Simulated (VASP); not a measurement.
**Ti: relaxation of cell and atoms with r2SCAN**

Ti:

```xyz
1
Lattice="0.0000 2.0650 2.0650 2.0650 0.0000 2.0650 2.0650 2.0650 0.0000" Properties=species:S:1:pos:R:3 pbc="T T T"
Ti    0.0000    0.0000    0.0000
```

This isn't the form of Ti at room conditions, which is hcp.

```yaml
Program: VASP 6.6.1
Task: relaxation of cell and atoms
Functional: r2SCAN
Potentials_or_basis: VASP PAW PBE potentials, release 64 (Ti_sv)
Cutoff: 550 eV
k_mesh: 19 × 19 × 19
Occupations: fermi-dirac, width 0.1 eV
Spin: no spin polarisation
Target_pressure: 40 GPa
Dipole_correction: no
Further_INCAR_settings: ALGO = Normal; EDIFF = 1e-07; IBRION = 2; EDIFFG = -0.02; NSW = 80; ISIF = 3
```

The relaxed volume is 13.66 Å³/atom. The relaxed cell is a = 2.683 Å, b = 2.683 Å, c = 2.683 Å, α = 60.00°, β = 60.00°, γ = 60.00°. The space group after relaxing (to 0.1 Å) is Fm-3m (No. 225). The energy change on relaxing (the run minimises the enthalpy) is +400.9 meV/atom and the ionic steps are 5. The pressure after relaxing is 40.0 GPa and the band gap on the k mesh is zero (bands 6 and 7 overlap by 1.60 eV).

The path:
| step | energy change (eV) | largest force (eV/Å) | pressure (GPa) | volume (Å³) |
| --- | --- | --- | --- | --- |
| 1 | 0.0000 | 0.0000 | -0.94 | 17.61 |
| 2 | 4.0898 | 0.0000 | 238.62 | 8.45 |
| 3 | 0.2810 | 0.0000 | 31.85 | 14.19 |
| 4 | 0.3753 | 0.0000 | 38.32 | 13.76 |
| 5 | 0.4009 | 0.0000 | 40.01 | 13.66 |

Final structure:
```
Ti
1.0
     0.00000    1.89719    1.89719
     1.89719    0.00000    1.89719
     1.89719    1.89719    0.00000
Ti
1
Direct
  0.00000 0.00000 0.00000
```

Levels at points of the mesh, in eV from the Fermi level:
```csv
k point,band 2,band 3,band 4,band 5,band 6,band 7,band 8,band 9,band 10
"(0.00, 0.00, 0.00)",-33.08,-33.08,-33.08,-6.88,1.11,1.11,1.11,3.54,3.54
```

Run time: 18 min on 1 thread of AMD EPYC 7R13 Processor (Zen 3), on a shared host, peak memory 0.17 GiB.

Caveat: the cell is relaxed towards a set pressure, so the run minimises the enthalpy, not the energy; the volume moved by over 15 % at a fixed basis, so the end points are rough; the PAW data sets were made with another functional, which shifts forces and pressure a little.
